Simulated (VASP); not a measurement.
A run of VASP 6.6.1 is set up as follows.

Contents of INCAR:

```
ALGO = Normal
EDIFF = 1E-6
ENCUT = 520
GGA = PE
ISIF = 2
ISMEAR = 0
ISPIN = 2
LASPH = T
LCHARG = F
LORBIT = 11
LREAL = Auto
LWAVE = F
MAGMOM = 0 0 0 0 0 0 0 0 0 0 0 0 0 0 0 0 0 0 0 0 0 0 0 0 0 0 0 0 0 0 0 0 0 0 0 0 0 0 0 0 0 0 0 0 0 0 0 0 0 0 0 0 0 0 0 0 0 0 0 0 0 0 1
NBANDS = 168
NELM = 150
PREC = Accurate
SIGMA = 0.02
```

File KPOINTS:

```
k-points
0
Gamma
  1 1 1
```

POSCAR

```
Si62P
1.0
   10.8600000000      0.0000000000      0.0000000000
    0.0000000000     10.8600000000      0.0000000000
    0.0000000000      0.0000000000     10.8600000000
Si P
62 1
Direct
    0.4999258405      0.0000741595      0.0009743320
    0.6194412581      0.1250033143      0.1305458953
    0.7467609319      0.2494607331      0.0015920515
    0.8727392722      0.3756292800      0.1243707200
    0.7470087900      0.0006561523      0.2538628774
    0.8756044918      0.1249178272      0.3750821728
   -0.0002111491      0.0007685978     -0.0002111491
    0.1250502826      0.1269983276      0.1250502826
    0.2487261275      0.2512738725     -0.0019662841
    0.3730016724      0.3749497174      0.1250502826
    0.4992314022      0.5002111491     -0.0002111491
    0.6233936000      0.6257922570      0.1270005544
    0.7506983713      0.7493016287      0.0020768885
    0.8742077430      0.8766064000      0.1270005544
    0.2544019119      0.0140901746      0.2544019119
    0.4859098254      0.2455980881      0.2544019119
    0.6194412581      0.3694541047      0.3749966857
    0.7467609319      0.4984079485      0.2505392669
    0.8750911083      0.6249088917      0.3745699288
    0.6239569034      0.1160969008      0.6239569034
    0.7470087900      0.2461371226      0.4993438477
    0.8742077430      0.3729994456      0.6233936000
    0.7514600776     -0.0024663675      0.7514600776
    0.8750911083      0.1254300712      0.8750911083
   -0.0006001887      0.5006001887     -0.0006001887
    0.1243707200      0.6272607278      0.1243707200
    0.2505392669      0.7532390681      0.0015920515
    0.3749966857      0.8805587419      0.1305458953
   -0.0019662841      0.2512738725      0.2487261275
    0.1250502826      0.3749497174      0.3730016724
    0.2487261275      0.5019662841      0.2487261275
    0.3750821728      0.6243955082      0.3750821728
    0.4993438477      0.7529912100      0.2538628774
    0.6239569034      0.8760430966      0.3839030992
    0.0009743320      0.0000741595      0.4999258405
    0.1305458953      0.1250033143      0.6194412581
    0.2544019119      0.2455980881      0.4859098254
    0.3749966857      0.3694541047      0.6194412581
    0.4999258405      0.4990256680      0.4999258405
    0.6261899415      0.6224888341      0.6261899415
    0.7514600776      0.7485399224      0.5024663675
    0.8775111659      0.8738100585      0.6261899415
    0.2538628774      0.0006561523      0.7470087900
    0.3750821728      0.1249178272      0.8756044918
    0.4993438477      0.2461371226      0.7470087900
    0.6233936000      0.3729994456      0.8742077430
    0.7506983713      0.4979231115      0.7506983713
    0.8751565359      0.6248434641      0.8751565359
    0.0015920515      0.7532390681      0.2505392669
    0.1305458953      0.8805587419      0.3749966857
   -0.0002111491      0.5002111491      0.4992314022
    0.1270005544      0.6257922570      0.6233936000
    0.2538628774      0.7529912100      0.4993438477
    0.3839030992      0.8760430966      0.6239569034
    0.0015920515      0.2494607331      0.7467609319
    0.1243707200      0.3756292800      0.8727392722
    0.2505392669      0.4984079485      0.7467609319
    0.3745699288      0.6249088917      0.8750911083
    0.5024663675      0.7485399224      0.7514600776
    0.6261899415      0.8738100585      0.8775111659
    0.0020768885      0.7493016287      0.7506983713
    0.1270005544      0.8766064000      0.8742077430
    0.4975498706      0.0024501294      0.4975498706
```

Potentials or basis: VASP PAW PBE potentials, release 64 (Si, P).

Command:

```console
$ cat potpaw_PBE.64/Si/POTCAR potpaw_PBE.64/P/POTCAR > POTCAR
$ mpirun -np 1 vasp_gam > vasp.out
```

Question: Estimate the pressure.

Answer: 1.7 GPa.

Question: What does it give for the largest force?

Answer: 0.013 eV/Å.

Question: Estimate the net moment.

Answer: 1.00 μB per cell.

Forces on the atoms (eV/Å):
```
Si  -0.002  0.002  0.001
Si   0.000  0.001  0.000
Si   0.004  0.000  0.000
Si  -0.003  0.001 -0.001
Si  -0.002  0.004  0.003
Si   0.001 -0.002  0.002
Si   0.002  0.000  0.002
Si   0.002 -0.001  0.002
Si   0.000  0.000  0.004
Si   0.001 -0.002  0.002
Si   0.000 -0.002  0.002
Si  -0.003  0.006  0.002
Si   0.001 -0.001 -0.005
Si  -0.006  0.003  0.002
Si   0.001 -0.004  0.001
Si   0.004 -0.001  0.001
Si   0.000  0.000 -0.001
Si   0.004  0.000  0.000
Si   0.001 -0.001  0.013
Si  -0.008 -0.005 -0.008
Si  -0.002 -0.003 -0.004
Si  -0.006 -0.002 -0.003
Si  -0.001  0.005 -0.001
Si   0.001 -0.013  0.001
Si   0.003 -0.003  0.003
Si  -0.001  0.003 -0.001
Si   0.000 -0.004  0.000
Si  -0.001  0.000  0.000
Si   0.004  0.000  0.000
Si   0.002 -0.002  0.001
Si   0.000 -0.004  0.000
Si   0.002 -0.001  0.002
Si  -0.004  0.002  0.003
Si  -0.008  0.008  0.005
Si   0.001  0.002 -0.002
Si   0.000  0.001  0.000
Si   0.001 -0.001  0.004
Si  -0.001  0.000  0.000
Si  -0.002 -0.001 -0.002
Si   0.000  0.001  0.000
Si  -0.001  0.001 -0.005
Si  -0.001  0.000  0.000
Si   0.003  0.004 -0.002
Si   0.002 -0.002  0.001
Si  -0.004 -0.003 -0.002
Si  -0.003 -0.002 -0.006
Si   0.001  0.005  0.001
Si  -0.002  0.002 -0.002
Si   0.000 -0.004  0.000
Si   0.000  0.000 -0.001
Si   0.002 -0.002  0.000
Si   0.002  0.006 -0.003
Si   0.003  0.002 -0.004
Si   0.005  0.008 -0.008
Si   0.000  0.000  0.004
Si  -0.001  0.001 -0.003
Si   0.000  0.000  0.004
Si   0.013 -0.001  0.001
Si  -0.005  0.001 -0.001
Si   0.000  0.000 -0.001
Si  -0.005 -0.001  0.001
Si   0.002  0.003 -0.006
P    0.007 -0.007  0.007
```

Caveat: the k points lie up to 0.58 Å⁻¹ apart.
